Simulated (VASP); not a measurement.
GaP:

```
CELL_PARAMETERS angstrom
3.85409 0.00000 0.00000
1.92704 3.33774 0.00000
1.92704 1.11258 3.14685
ATOMIC_POSITIONS crystal
Ga 0.00000 0.00000 0.00000
P 0.25000 0.25000 0.25000
```

Base run:

* Program: VASP 6.6.1
* Functional: PBEsol
* Potentials or basis: VASP PAW PBE potentials, release 64 (Ga_d, P)
* Cutoff: 520 eV
* k mesh: 6 × 6 × 6
* Occupations: gaussian, width 0.01 eV
* Spin: no spin polarisation

Its results: band gap on the k mesh 1.51 eV, indirect (least direct gap 1.75 eV); pressure -0.6 GPa.

After a change of settings the same cell gave: band gap on the k mesh 1.72 eV, indirect (least direct gap 1.92 eV); pressure 3.9 GPa. Which change was it?
A. functional from PBEsol to revPBE
B. functional from PBEsol to r2SCAN; further incar settings from ALGO = Normal; EDIFF = 1e-06; NBANDS = 16 to ALGO = Normal; EDIFF = 1e-07; NBANDS = 16
C. functional from PBEsol to BLYP

A.

revPBE binds less tightly than PBEsol, so the same cell stands under more pressure.

Caveats: the PAW data sets were made with another functional, which shifts forces and pressure a little.
